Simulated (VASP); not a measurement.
Se:

```
CELL_PARAMETERS angstrom
3.95346 0.00000 0.00000
-1.97673 3.42380 0.00000
0.00000 0.00000 5.12053
ATOMIC_POSITIONS crystal
Se 0.25435 0.00000 0.33333
Se 0.00000 0.25435 0.66667
Se 0.74565 0.74565 0.00000
```

Base run:

- Program: VASP 6.6.1
- Functional: LDA
- Potentials or basis: VASP PAW LDA potentials, release 64 (Se)
- Cutoff: 520 eV
- k mesh: 9 × 9 × 6
- Occupations: fermi-dirac, width 1 eV
- Spin: no spin polarisation

Its results: band gap on the k mesh 0.37 eV, direct; pressure 6.9 GPa; largest force 1.042 eV/Å.

Question: The run is repeated on the same cell with these changes: occupations from fermi-dirac, width 1 eV to gaussian, width 1 eV. What comes out?

Answer: Band gap on the k mesh 0.31 eV, direct; pressure 0.8 GPa; largest force 0.223 eV/Å.

Caveats: forces of over 1 eV/Å act on the atoms, so gaps and moduli don't describe the material at rest (some runs).

A k mesh can miss the band edges.
